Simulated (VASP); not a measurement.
# V (Im-3m) in VASP: further runs

V is run at these levels: r2SCAN; tasks: single point.

Program: VASP 6.6.1. These are calculated values, not measurements. Logs are shortened: lines on timing, memory, paths and dates and some standing lists are left out, and cuts for length are marked.

## (1) The cell of the first run

The structure is cubic, space group Im-3m (No. 229). Conventional cell: a = 2.902 Å, b = 2.902 Å, c = 2.902 Å, α = 90.00°, β = 90.00°, γ = 90.00°. Within 3.3 Å of V (site symmetry m-3m) lie 14 V at 2.51 to 2.90 Å.

## (2) Single point, r2SCAN (volume scaled by 0.92)

Input file POSCAR:

```
V
1.0
   -1.4508781976      1.4508781976      1.4508781976
    1.4508781976     -1.4508781976      1.4508781976
    1.4508781976      1.4508781976     -1.4508781976
V
1
Direct
    0.0000000000      0.0000000000      0.0000000000
```

Input file INCAR.step1:

```
SYSTEM = V
ALGO     = Normal         ! electronic algorithm
EDIFF    = 1E-4           ! SCF threshold, eV
ENCUT    = 520            ! plane-wave cutoff, eV
GGA      = PE             ! functional
ISMEAR   = -1             ! smearing method
LASPH    = .TRUE.         ! aspherical terms in the spheres
LCHARG   = .FALSE.        ! write CHGCAR
LREAL    = .FALSE.        ! projectors in reciprocal space
LWAVE    = .TRUE.         ! write WAVECAR
NBANDS   = 12             ! bands
NELM     = 60             ! most SCF steps
PREC     = Accurate       ! precision mode
SIGMA    = 0.1            ! smearing width, eV
```

Input file INCAR.step2:

```
SYSTEM = V
ALGO     = Normal         ! electronic algorithm
EDIFF    = 1E-7           ! SCF threshold, eV
ENCUT    = 520            ! plane-wave cutoff, eV
ISIF     = 2              ! what is computed and relaxed
ISMEAR   = -1             ! smearing method
ISTART   = 1            
LASPH    = .TRUE.         ! aspherical terms in the spheres
LCHARG   = .FALSE.        ! write CHGCAR
LMIXTAU  = .TRUE.       
LREAL    = .FALSE.        ! projectors in reciprocal space
LWAVE    = .FALSE.        ! write WAVECAR
METAGGA  = R2SCAN         ! meta-GGA
NBANDS   = 12             ! bands
NELM     = 60             ! most SCF steps
PREC     = Accurate       ! precision mode
SIGMA    = 0.1            ! smearing width, eV
```

Input file KPOINTS:

```
k-points
0
G
  24 24 24
  0 0 0
```

Potentials or basis: VASP PAW PBE potentials, release 64 (V_sv).

Started as:

```bash
> cat potpaw_PBE.64/V_sv/POTCAR > POTCAR
> cp INCAR.step1 INCAR
> mpirun -np 1 vasp_std > vasp.out
> cp INCAR.step2 INCAR
> mpirun -np 1 vasp_std > vasp.out
```

OUTCAR:

```text
SYSTEM = V
   EDIFF = 1E-7
   ENCUT = 520
   ISIF = 2
   ISMEAR = -1
   ISTART = 1
   LASPH = .TRUE.
   LREAL = .FALSE.
   METAGGA = R2SCAN
   NELM = 60
   PREC = Accurate

 ion  position               nearest neighbor table
   1  0.000  0.000  0.000-

  LATTYP: Found a body centered cubic cell.
 ALAT       =     2.9017563952

  Lattice vectors:

 A1 = (  -1.4508781976,   1.4508781976,   1.4508781976)
 A2 = (   1.4508781976,  -1.4508781976,   1.4508781976)
 A3 = (   1.4508781976,   1.4508781976,  -1.4508781976)

Analysis of symmetry for initial positions (statically):
=====================================================================
 Subroutine PRICEL returns:
 Original cell was already a primitive cell.

 Routine SETGRP: Setting up the symmetry group for a
 body centered cubic supercell.

 Subroutine GETGRP returns: Found 48 space group operations
 (whereof 48 operations were pure point group operations)
 out of a pool of 48 trial point group operations.

The static configuration has the point symmetry O_h .

Analysis of symmetry for dynamics (positions and initial velocities):
=====================================================================
 Subroutine PRICEL returns:
 Original cell was already a primitive cell.

 Routine SETGRP: Setting up the symmetry group for a
 body centered cubic supercell.

 Subroutine GETGRP returns: Found 48 space group operations
 (whereof 48 operations were pure point group operations)
 out of a pool of 48 trial point group operations.

The dynamic configuration has the point symmetry O_h .

 Subroutine INISYM returns: Found 48 space group operations
 (whereof 48 operations are pure point group operations),
 and found     1 'primitive' translations

----------------------------------------------------------------------------------------

                                     Primitive cell

  volume of cell :      12.2167

  direct lattice vectors                    reciprocal lattice vectors
    -1.450878198  1.450878198  1.450878198     0.000000000  0.344618867  0.344618867
     1.450878198 -1.450878198  1.450878198     0.344618867  0.000000000  0.344618867
     1.450878198  1.450878198 -1.450878198     0.344618867  0.344618867  0.000000000

  length of vectors
     2.512994754  2.512994754  2.512994754     0.487364675  0.487364675  0.487364675

  position of ions in fractional coordinates (direct lattice)
     0.000000000  0.000000000  0.000000000

  ion indices of the primitive-cell ions
   primitive index   ion index
                 1           1

----------------------------------------------------------------------------------------

 KPOINTS: k-points

Automatic generation of k-mesh.
 Grid dimensions read from file:
 generate k-points for:   24   24   24

 Generating k-lattice:

  Cartesian coordinates                     Fractional coordinates (reciprocal lattice)
     0.000000000  0.014359119  0.014359119     0.041666667  0.000000000  0.000000000
     0.014359119  0.000000000  0.014359119     0.000000000  0.041666667  0.000000000
     0.014359119  0.014359119  0.000000000     0.000000000  0.000000000  0.041666667

  Length of vectors
     0.020306861  0.020306861  0.020306861

  Shift w.r.t. Gamma in fractional coordinates (k-lattice)
     0.000000000  0.000000000  0.000000000

 Subroutine IBZKPT returns following result:
 ===========================================

 Found    413 irreducible k-points:

 Following reciprocal coordinates:
            Coordinates               Weight
  0.000000  0.000000  0.000000      1.000000
  0.041667  0.000000  0.000000     12.000000
  0.083333  0.000000  0.000000     12.000000
  0.125000  0.000000  0.000000     12.000000
  0.166667  0.000000  0.000000     12.000000
  0.208333  0.000000  0.000000     12.000000
[... 16 lines left out ...]
  0.416667  0.041667  0.000000     48.000000
  0.458333  0.041667  0.000000     48.000000
 [... further k-points ...]
   k-points           NKPTS =    413   k-points in BZ     NKDIM =    413   number of bands    NBANDS=     12
   number of dos      NEDOS =    301   number of ions     NIONS =      1
   total plane-waves  NPLWV =   8000
   dimension x,y,z NGX =    20 NGY =   20 NGZ =   20
   dimension x,y,z NGXF=    40 NGYF=   40 NGZF=   40
   ions per type =               1
   NGX,Y,Z   is equivalent  to a cutoff of  13.23, 13.23, 13.23 a.u.
   NGXF,Y,Z  is equivalent  to a cutoff of  26.46, 26.46, 26.46 a.u.
 SYSTEM =  V
   PREC   = accura    normal or accurate (medium, high low for compatibility)
   ISTART =      1    job   : 0-new  1-cont  2-samecut
   ICHARG =      0    charge: 1-file 2-atom 10-const
   ISPIN  =      1    spin polarized calculation?
   LNONCOLLINEAR =      F non collinear calculations
   LSORBIT =      F    spin-orbit coupling
   LASPH  =      T    aspherical Exc in radial PAW
   ENCUT  =  520.0 eV  38.22 Ry    6.18 a.u.   4.67  4.67  4.67*2*pi/ulx,y,z
   NELM   =     60;   NELMIN=  2; NELMDL=  0     # of ELM steps
   EDIFF  = 0.1E-06   stopping-criterion for ELM
   LREAL  =      F    real-space projection
   EDIFFG = 0.1E-05   stopping-criterion for IOM
   NSW    =      0    number of steps for IOM
   IBRION =     -1    ionic relax: 0-MD 1-quasi-New 2-CG
   NFREE  =      0    steps in history (QN), initial steepest desc. (CG)
   ISIF   =      2    stress and relaxation
   ISYM   =      2    0-nonsym 1-usesym 2-fastsym
   POTIM  = 0.5000    time-step for ionic-motion
   TEBEG  =    0.0;   TEEND  =   0.0 temperature during run
   PSTRESS=    0.0 pullay stress
   NELECT =      13.0000    total number of electrons
   NUPDOWN=      -1.0000    fix difference up-down
   EMIN   =  10.00;   EMAX   =-10.00  energy-range for DOS
   EFERMI =   0.00;   METHOD = LEGACY
   ISMEAR =    -1;   SIGMA  =   0.10  broadening in eV -4-tet -1-fermi 0-gaus
   EFERMI_NEDOS =   21; number of points for ismear=-14 and -15
   IALGO  =     38    algorithm
   IMIX   =      4    mixing-type and parameters
     AMIX     =   0.40;   BMIX     =  1.00
     AMIX_MAG =   1.60;   BMIX_MAG =  1.00
  volume/ion in A,a.u.               =      12.22        82.44
  Fermi-wavevector in a.u.,A,eV,Ry     =   1.671366  3.158424 38.007407  2.793466
  Thomas-Fermi vector in A             =   2.756701
   LORBIT       =      0    0 simple, 1 ext, 2 COOP (PROOUT), +10 PAW based schemes
   METAGGA = R2SCAN    functional components
   LHFCALC =     F    Hartree Fock is set to
   AEXX    =    0.0000 exact exchange contribution
   IVDW    =     0    specifies the selected vdW correction
   LEPSILON=     F    determine dielectric tensor
   LRPA    =     F    only Hartree local field effects (RPA)
 non-spin polarized calculation
  energy-cutoff  :      520.00
  volume of cell :       12.22
 maximum number of plane-waves:       370
   NGX =  9   NGY =  9   NGZ =  9

 number of electron      13.0000005 magnetization

 Free energy of the ion-electron system (eV)
  ---------------------------------------------------
  ext. energy  EPLUGINS =         0.00000000
  ---------------------------------------------------
  free energy    TOTEN  =       -14.09132942 eV

  energy without entropy =      -14.04284901  energy(sigma->0) =      -14.06708922

 E-fermi :  10.9611     XC(G=0): -14.6690

 val. band max:       10.9607281044   @ k =  -0.2917   0.3750   0.1250
 cond. band min:      10.9613747028   @ k =   0.3333   0.1250   0.1250
 fundamental gap:      0.0006465984
 Fermi energy:        10.9610705406

 k-point     1 :       0.0000    0.0000    0.0000
  band No.  band energies     occupation
      1     -55.2570      2.00000
      2     -27.2189      2.00000
      3     -27.2189      2.00000
      4     -27.2189      2.00000
      5       3.6934      2.00000
      6      11.4469      0.01540
      7      11.4469      0.01540
      8      11.4469      0.01540
      9      13.8920      0.00000
     10      13.8920      0.00000
     11      32.9479      0.00000
     12      32.9480      0.00000

 k-point     2 :       0.0417    0.0000    0.0000
  band No.  band energies     occupation
      1     -55.2520      2.00000
      2     -27.2418      2.00000
      3     -27.2256      2.00000
      4     -27.2191      2.00000
      5       3.7745      2.00000
      6      11.4097      0.02226
      7      11.4389      0.01668
      8      11.5060      0.00856
      9      13.8464      0.00000
     10      13.8939      0.00000
     11      32.8492      0.00000
     12      32.9498      0.00000

 k-point     3 :       0.0833    0.0000    0.0000
  band No.  band energies     occupation
      1     -55.2372      2.00000
      2     -27.3086      2.00000
      3     -27.2453      2.00000
      4     -27.2198      2.00000
      5       4.0133      2.00000
      6      11.3021      0.06398
      7      11.4080      0.02265
      8      11.6812      0.00149
      9      13.7277      0.00000
     10      13.9005      0.00000
     11      32.5426      0.00000
     12      32.9237      0.00000
[... 286 lines left out ...]
 k-point    23 :       0.4167    0.0417    0.0000
  band No.  band energies     occupation
      1     -54.9642      2.00000
      2     -28.4370      2.00000
      3     -27.5947      2.00000
      4     -27.2407      2.00000
      5       7.2992      2.00000
      6       9.6530      2.00000
      7      12.2816      0.00000
      8      13.8704      0.00000
      9      14.3948      0.00000
     10      15.7036      0.00000
     11      23.4683      0.00000
     12      28.3662      0.00000

 k-point    24 :       0.4583    0.0417    0.0000
  band No.  band energies     occupation
      1     -54.9538      2.00000
      2     -28.4770      2.00000
      3     -27.6077      2.00000
      4     -27.2412      2.00000
      5       7.2898      2.00000
      6       9.5992      2.00000
      7      12.6153      0.00000
      8      13.8819      0.00000
      9      14.4501      0.00000
     10      15.9096      0.00000
     11      22.9317      0.00000
     12      28.1712      0.00000

 [... further k-points ...]
[... 5 lines left out ...]
  --------------------------------------------------------------------------------------
  -------------------------------------------------------------------------------------
  Total        1.5089860      1.5089860      1.5089860      0.0000000      0.0000000      0.0000000
  in kB      197.8986986    197.8986986    197.8986986      0.0000000      0.0000000      0.0000000
  external PRESSURE =     197.8986986 kB  Pullay stress =       0.0000000 kB

 VOLUME and BASIS-vectors are now :
 -----------------------------------------------------------------------------
  energy-cutoff  :      520.00
  volume of cell :       12.22
      direct lattice vectors                 reciprocal lattice vectors
    -1.450878198  1.450878198  1.450878198     0.000000000  0.344618867  0.344618867
     1.450878198 -1.450878198  1.450878198     0.344618867  0.000000000  0.344618867
     1.450878198  1.450878198 -1.450878198     0.344618867  0.344618867  0.000000000

 POSITION                                       TOTAL-FORCE (eV/Angst)
 -----------------------------------------------------------------------------------
      0.00000      0.00000      0.00000        -0.000000     -0.000000      0.000000
 -----------------------------------------------------------------------------------
    total drift:                                0.000000     -0.000000      0.000000

  FREE ENERGIE OF THE ION-ELECTRON SYSTEM (eV)
  ---------------------------------------------------
  free  energy   TOTEN  =       -14.0913294233 eV

  energy  without entropy=      -14.0428490141  energy(sigma->0) =      -14.06708922
```

Run time: 1.7 min. Hardware: 1 thread of Intel Xeon 6975P-C (Granite Rapids), shared host; peak memory 0.18 GiB.

What came out:

```
Free energy : -14.0913 eV
Pressure    : 19.8 GPa
```

Caveat: the cell differs from its parent crystal (volume scaled by 0.92); the PAW data sets were made with another functional, which shifts forces and pressure a little.

## (3) Single point, r2SCAN

This run uses another cell than the first one, of 13.28 Å³/atom, 1.087 times its volume.

Input file POSCAR:

```
V
1.0
   -1.4917693513      1.4917693513      1.4917693513
    1.4917693513     -1.4917693513      1.4917693513
    1.4917693513      1.4917693513     -1.4917693513
V
1
Direct
    0.0000000000      0.0000000000      0.0000000000
```

Input file INCAR.step1:

```
ALGO     = Normal         # electronic algorithm
EDIFF    = 1E-4           # SCF threshold, eV
ENCUT    = 520            # plane-wave cutoff, eV
GGA      = PE             # functional
ISMEAR   = -1             # smearing method
LASPH    = T              # aspherical terms in the spheres
LCHARG   = F              # write CHGCAR
LREAL    = F              # projectors in reciprocal space
LWAVE    = T              # write WAVECAR
NBANDS   = 12             # bands
NELM     = 80             # most SCF steps
PREC     = Accurate       # precision mode
SIGMA    = 0.6            # smearing width, eV
```

Input file INCAR.step2:

```
ALGO     = Normal         # electronic algorithm
EDIFF    = 1E-6           # SCF threshold, eV
ENCUT    = 520            # plane-wave cutoff, eV
ISIF     = 2              # what is computed and relaxed
ISMEAR   = -1             # smearing method
ISTART   = 1            
LASPH    = T              # aspherical terms in the spheres
LCHARG   = T              # write CHGCAR
LELF     = T              # ELF
LMIXTAU  = T            
LREAL    = F              # projectors in reciprocal space
LVHAR    = T            
LWAVE    = F              # write WAVECAR
METAGGA  = R2SCAN         # meta-GGA
NBANDS   = 12             # bands
NELM     = 80             # most SCF steps
PREC     = Accurate       # precision mode
SIGMA    = 0.6            # smearing width, eV
```

Input file KPOINTS:

```
k-points
0
Gamma
  15 15 15
```

Potentials or basis: VASP PAW PBE potentials, release 64 (V_sv).

Started as:

```bash
> cat potpaw_PBE.64/V_sv/POTCAR > POTCAR
> cp INCAR.step1 INCAR
> mpirun -np 1 vasp_std > vasp.out
> cp INCAR.step2 INCAR
> mpirun -np 1 vasp_std > vasp.out
```

Run time: 40 s. Hardware: 1 thread of AMD EPYC 9R45 (Zen 5), shared host; peak memory 0.11 GiB.

Results (log left out):

```yaml
Free_energy: -14.9011 eV
Pressure: 10.5 GPa
```

Levels at points of the mesh, in eV from the Fermi level:
```
           k point  band 3  band 4  band 5  band 6  band 7  band 8  band 9  band 10  band 11  band 12
(0.00, 0.00, 0.00)  -38.61  -38.61   -7.42    0.25    0.25    0.25    2.49     2.49    21.01    21.01
```

Caveat: the PAW data sets were made with another functional, which shifts forces and pressure a little.

## (4) Single point, r2SCAN

This run uses another cell than the first one, of 13.28 Å³/atom, 1.087 times its volume.

POSCAR is that of step 3.

Input file INCAR.step1:

```
PREC = Accurate
ENCUT = 520
ISMEAR = -1
SIGMA = 1.0
LREAL = F
LASPH = T
NELM = 60
NBANDS = 12
GGA = PE
ALGO = Normal
EDIFF = 1E-4
LWAVE = T
LCHARG = F
```

Input file INCAR.step2:

```
PREC = Accurate
ENCUT = 520
EDIFF = 1E-6
ISMEAR = -1
SIGMA = 1.0
LREAL = F
LASPH = T
NELM = 60
ALGO = Normal
ISIF = 2
LWAVE = F
LCHARG = F
METAGGA = R2SCAN
LMIXTAU = T
NBANDS = 12
ISTART = 1
```

Input file KPOINTS:

```
Automatic mesh
0
Gamma
  15 15 15
```

Started as:

```bash
> cat potpaw_PBE.64/V_sv/POTCAR > POTCAR
> cp INCAR.step1 INCAR
> mpirun -np 1 vasp_std > vasp.out
> cp INCAR.step2 INCAR
> mpirun -np 1 vasp_std > vasp.out
```

Wall time 37 s (1 thread of AMD EPYC 9R45 (Zen 5), shared host); peak memory 0.11 GiB.

The run converged. Its results:

```yaml
Free_energy: -16.1801 eV
Pressure: 26.4 GPa
```

Levels at points of the mesh, in eV from the Fermi level:
```tsv
k point	band 3	band 4	band 5	band 6	band 7	band 8	band 9	band 10	band 11	band 12
(0.00, 0.00, 0.00)	-38.53	-38.53	-7.59	0.26	0.26	0.26	2.49	2.49	20.77	20.77
```

Caveat: the PAW data sets were made with another functional, which shifts forces and pressure a little.

## (5) Single point, r2SCAN

This run uses another cell than the first one, of 13.28 Å³/atom, 1.087 times its volume.

POSCAR is that of step 4.

Input file INCAR.step1:

```
PREC = Accurate
ENCUT = 520
ISMEAR = 0
SIGMA = 0.01
LREAL = F
LASPH = T
NELM = 80
NBANDS = 12
GGA = PE
ALGO = Normal
EDIFF = 1E-4
LWAVE = T
LCHARG = F
```

Input file INCAR.step2:

```
PREC = Accurate
ENCUT = 520
EDIFF = 1E-6
ISMEAR = 0
SIGMA = 0.01
LREAL = F
LASPH = T
NELM = 80
ALGO = Normal
ISIF = 2
LWAVE = F
LCHARG = T
METAGGA = R2SCAN
LMIXTAU = T
LELF = T
LVHAR = T
NBANDS = 12
ISTART = 1
```

Input file KPOINTS:

```
regular mesh
0
Gamma
  15 15 15
```

Started as:

```bash
> cat potpaw_PBE.64/V_sv/POTCAR > POTCAR
> cp INCAR.step1 INCAR
> mpirun -np 1 vasp_std > vasp.out
> cp INCAR.step2 INCAR
> mpirun -np 1 vasp_std > vasp.out
```

Run time: 36 s. Hardware: 1 thread of AMD EPYC 9R45 (Zen 5), shared host; peak memory 0.11 GiB.

The run converged. Its results:

* Free energy: -14.1302 eV
* Pressure: -0.2 GPa

Levels at points of the mesh, in eV from the Fermi level:
| k point | band 4 | band 5 | band 6 | band 7 | band 8 | band 9 |
| --- | --- | --- | --- | --- | --- | --- |
| (0.00, 0.00, 0.00) | -38.42 | -7.10 | 0.49 | 0.49 | 0.49 | 2.71 |

Caveat: the PAW data sets were made with another functional, which shifts forces and pressure a little.

[end of part 1 of 2]
